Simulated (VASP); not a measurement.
Write the native input for VASP 6.6.1 that does the following.

```
Task                   : single point
Functional             : PBE
Potentials or basis    : VASP PAW PBE potentials, release 64 (Sc_sv, Ga_d, N)
Cutoff                 : 520 eV
k mesh                 : 6 × 6 × 4
Occupations            : gaussian, width 0.1 eV
Spin                   : no spin polarisation
Dipole correction      : no
Further INCAR settings : ALGO = Normal; EDIFF = 1e-06; NBANDS = 39
```

The structure of ScGa3N2 lies in POSCAR:

```
ScGa3N2
1.0
    5.1918662700      0.0000000000      0.0000000000
   -2.5959331400      4.4962880900      0.0000000000
    0.0000000000      0.0000000000      4.0450106600
Sc Ga N
1 3 2
Direct
    0.0000000000      0.0000000000      0.0000000000
    0.5000000000      0.0000000000      0.5000000000
    0.0000000000      0.5000000000      0.5000000000
    0.5000000000      0.5000000000      0.5000000000
    0.3333333300      0.6666666700      0.0000000000
    0.6666666700      0.3333333300      0.0000000000
```

One way to write it, as run:

INCAR

```
SYSTEM = ScGa3N2
  PREC = Accurate
  ENCUT = 520
  EDIFF = 1E-6
  ISMEAR = 0
  SIGMA = 0.1
  LREAL = .FALSE.
  LASPH = .TRUE.
  NELM = 100
  ALGO = Normal
  ISIF = 2
  LWAVE = .FALSE.
  LCHARG = .FALSE.
  GGA = PE
  NBANDS = 39
```

KPOINTS

```
regular mesh
0
G
  6 6 4
  0 0 0
```

Potentials or basis: VASP PAW PBE potentials, release 64 (Sc_sv, Ga_d, N).

The run is started by

```bash
$ cat potpaw_PBE.64/Sc_sv/POTCAR potpaw_PBE.64/Ga_d/POTCAR potpaw_PBE.64/N/POTCAR > POTCAR
$ mpirun -np 1 vasp_std > vasp.out
```

Results of the run:

```yaml
Pressure: -12.8 GPa
Band_gap_on_the_k_mesh: zero (band 30 reaches 5.39 eV, above the bottom of band 31 at 4.06 eV)
```

Caveat: the k points lie up to 0.39 Å⁻¹ apart.

Run time: 3.6 min on 1 thread of AMD EPYC 7R13 (shared host), peak memory 0.22 GiB.
